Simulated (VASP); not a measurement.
# Ag (P6_3/mmc) in VASP: further runs, part 2 of 2

VASP 6.6.1.

## Step 4: Single point, PBEsol

File INCAR:

```
ALGO = Normal ; EDIFF = 1E-6
ENCUT = 520 ; GGA = PS
ISIF = 2 ; ISMEAR = 0
LASPH = T ; LCHARG = T
LELF = T ; LREAL = F
LVHAR = T ; LWAVE = F
NBANDS = 18 ; NELM = 60
PREC = Accurate ; SIGMA = 0.1
```

File KPOINTS:

```
k-points
0
Gamma
  18 18 10
```

File POSCAR:

```
Ag
1.0
    2.8670626684      0.0000000000      0.0000000000
   -1.4335313342      2.4829491051      0.0000000000
    0.0000000000      0.0000000000      4.6907149289
Ag
2
Direct
    0.3333333333      0.6666666667      0.2500000000
    0.6666666667      0.3333333333      0.7500000000
```

Potentials or basis: VASP PAW PBE potentials, release 64 (Ag).

Started as:

```console
> cat potpaw_PBE.64/Ag/POTCAR > POTCAR
> mpirun -np 1 vasp_std > vasp.out
```

OUTCAR:

```text
EDIFF = 1E-6
   ENCUT = 520
   GGA = PS
   ISIF = 2
   ISMEAR = 0
   LASPH = T
   LREAL = F
   NELM = 60
   PREC = Accurate

 ion  position               nearest neighbor table
   1  0.333  0.667  0.250-   2 2.87   2 2.87   2 2.87   2 2.87   2 2.87   2 2.87
   2  0.667  0.333  0.750-   1 2.87   1 2.87   1 2.87   1 2.87   1 2.87   1 2.87

  LATTYP: Found a hexagonal cell.
 ALAT       =     2.8670626684
 C/A-ratio  =     1.6360698985

  Lattice vectors:

 A1 = (   2.8670626684,   0.0000000000,   0.0000000000)
 A2 = (  -1.4335313342,   2.4829491051,   0.0000000000)
 A3 = (   0.0000000000,   0.0000000000,   4.6907149289)

Analysis of symmetry for initial positions (statically):
=====================================================================
 Subroutine PRICEL returns:
 Original cell was already a primitive cell.

 Routine SETGRP: Setting up the symmetry group for a
 hexagonal supercell.

 Subroutine GETGRP returns: Found 24 space group operations
 (whereof 12 operations were pure point group operations)
 out of a pool of 24 trial point group operations.

The static configuration has the point symmetry D_3d.
 The point group associated with its full space group is D_6h.

Analysis of symmetry for dynamics (positions and initial velocities):
=====================================================================
 Subroutine PRICEL returns:
 Original cell was already a primitive cell.

 Routine SETGRP: Setting up the symmetry group for a
 hexagonal supercell.

 Subroutine GETGRP returns: Found 24 space group operations
 (whereof 12 operations were pure point group operations)
 out of a pool of 24 trial point group operations.

The dynamic configuration has the point symmetry D_3d.
 The point group associated with its full space group is D_6h.

 Subroutine INISYM returns: Found 24 space group operations
 (whereof 12 operations are pure point group operations),
 and found     1 'primitive' translations

[... 110 lines left out ...]
   EFERMI_NEDOS =   21; number of points for ismear=-14 and -15
   IALGO  =     38    algorithm
   IMIX   =      4    mixing-type and parameters
     AMIX     =   0.40;   BMIX     =  1.00
     AMIX_MAG =   1.60;   BMIX_MAG =  1.00
  volume/ion in A,a.u.               =      16.70       112.67
  Fermi-wavevector in a.u.,A,eV,Ry     =   1.424517  2.691947 27.609614  2.029249
  Thomas-Fermi vector in A             =   2.545000
   LORBIT       =      0    0 simple, 1 ext, 2 COOP (PROOUT), +10 PAW based schemes
   GGA     = PS    functional components
   LHFCALC =     F    Hartree Fock is set to
   AEXX    =    0.0000 exact exchange contribution
   IVDW    =     0    specifies the selected vdW correction
   LEPSILON=     F    determine dielectric tensor
   LRPA    =     F    only Hartree local field effects (RPA)
 non-spin polarized calculation
 Gauss-broadening in eV      SIGMA  =   0.10
  energy-cutoff  :      520.00
  volume of cell :       33.39
 maximum number of plane-waves:       917
 NGX is ok and might be reduce to    24
   NGX = 11   NGY = 11   NGZ = 17

 number of electron      21.9999997 magnetization

 Free energy of the ion-electron system (eV)
  ---------------------------------------------------
  ext. energy  EPLUGINS =         0.00000000
  ---------------------------------------------------
  free energy    TOTEN  =        -6.60541787 eV

  energy without entropy =       -6.60084255  energy(sigma->0) =       -6.60313021

 E-fermi :   8.4806     XC(G=0): -12.5367

 val. band max:        8.4758144442   @ k =   0.3889   0.1111   0.3000
 cond. band min:       8.4909470275   @ k =   0.3889   0.0556   0.5000
 fundamental gap:      0.0151325833
 Fermi energy:         8.4805732540

 k-point     1 :       0.0000    0.0000    0.0000
  band No.  band energies     occupation
      1       0.5392      2.00000
      2       1.9969      2.00000
      3       3.6657      2.00000
      4       3.7729      2.00000
      5       3.7729      2.00000
      6       4.0223      2.00000
[... 481 lines left out ...]
      5       4.0017      2.00000
      6       4.2081      2.00000
[... 10 lines left out ...]
     17      19.7038      0.00000
     18      23.7267      0.00000

 [... further k-points ...]

------------------------ aborting loop because EDIFF is reached ----------------------------------------

  FORCE on cell =-STRESS in cart. coord.  units (eV):
  Direction    XX          YY          ZZ          XY          YZ          ZX
  --------------------------------------------------------------------------------------
  -------------------------------------------------------------------------------------
  Total       -0.0451073     -0.0451073     -0.0421650      0.0000000     -0.0000000      0.0000000
  in kB       -2.1642778     -2.1642778     -2.0231082      0.0000000     -0.0000000      0.0000000
  external PRESSURE =      -2.1172213 kB  Pullay stress =       0.0000000 kB

 VOLUME and BASIS-vectors are now :
 -----------------------------------------------------------------------------
  energy-cutoff  :      520.00
  volume of cell :       33.39
      direct lattice vectors                 reciprocal lattice vectors
     2.867062668  0.000000000  0.000000000     0.348789028  0.201373439  0.000000000
    -1.433531334  2.482949105  0.000000000     0.000000000  0.402746878  0.000000000
     0.000000000  0.000000000  4.690714929     0.000000000  0.000000000  0.213187119

 POSITION                                       TOTAL-FORCE (eV/Angst)
 -----------------------------------------------------------------------------------
     -0.00000      1.65530      1.17268         0.000000     -0.000000     -0.000000
      1.43353      0.82765      3.51804        -0.000000      0.000000      0.000000
 -----------------------------------------------------------------------------------
    total drift:                               -0.000000      0.000000     -0.000000

  FREE ENERGIE OF THE ION-ELECTRON SYSTEM (eV)
  ---------------------------------------------------
  free  energy   TOTEN  =        -6.6054178682 eV

  energy  without entropy=       -6.6008425522  energy(sigma->0) =       -6.60313021
```

OSZICAR:

```text
N       E                     dE             d eps       ncg     rms          rms(c)
DAV:   1     0.125258319088E+03    0.12526E+03   -0.11737E+04  8000   0.122E+03
DAV:   2    -0.525132167426E+01   -0.13051E+03   -0.12421E+03  8284   0.271E+02
DAV:   3    -0.730896715837E+01   -0.20576E+01   -0.20504E+01  9280   0.385E+01
DAV:   4    -0.731505816323E+01   -0.60910E-02   -0.60905E-02  8914   0.204E+00
DAV:   5    -0.731510499004E+01   -0.46827E-04   -0.46827E-04  8762   0.190E-01    0.829E+00
DAV:   6    -0.663453288820E+01    0.68057E+00   -0.16421E+00  8248   0.139E+01    0.495E+00
DAV:   7    -0.661346417750E+01    0.21069E-01   -0.18860E-02  8768   0.130E+00    0.276E+00
DAV:   8    -0.660539957353E+01    0.80646E-02   -0.11277E-03  8258   0.280E-01    0.143E-01
DAV:   9    -0.660541228447E+01   -0.12711E-04   -0.18324E-05  9142   0.326E-02    0.208E-02
DAV:  10    -0.660541835265E+01   -0.60682E-05   -0.33409E-06  8622   0.176E-02    0.805E-03
DAV:  11    -0.660541786817E+01    0.48448E-06   -0.75066E-08  4268   0.224E-03
   1 F= -.66054179E+01 E0= -.66031302E+01  d E =-.457532E-02
```

It took 30 s on 1 thread of Intel Xeon 6975P-C (Granite Rapids), shared host; peak memory 0.24 GiB.

Results:

| Property | Result |
| --- | --- |
| Free energy | -6.6054 eV |
| Pressure | -0.2 GPa |
| Band gap on the k mesh | zero (band 11 reaches 12.65 eV, above the bottom of band 12 at 5.12 eV) |

Levels at points of the mesh, in eV from the Fermi level:
| k point | band 8 | band 9 | band 10 | band 11 | band 12 | band 13 | band 14 | band 15 |
| --- | --- | --- | --- | --- | --- | --- | --- | --- |
| (0.00, 0.00, 0.00) | -4.08 | -4.08 | -3.03 | -3.03 | -0.49 | 3.71 | 15.73 | 17.64 |
| (0.50, 0.00, 0.00) | -2.89 | -2.83 | -2.74 | 0.12 | 1.63 | 6.98 | 7.24 | 9.59 |
| (0.00, 0.00, 0.50) | -4.59 | -3.36 | -3.36 | -3.36 | -3.36 | 11.28 | 11.28 | 16.10 |
| (0.50, 0.00, 0.50) | -3.09 | -2.80 | -2.80 | 0.73 | 0.73 | 4.74 | 4.74 | 13.80 |

Caveat: the PAW data sets were made with another functional, which shifts forces and pressure a little.
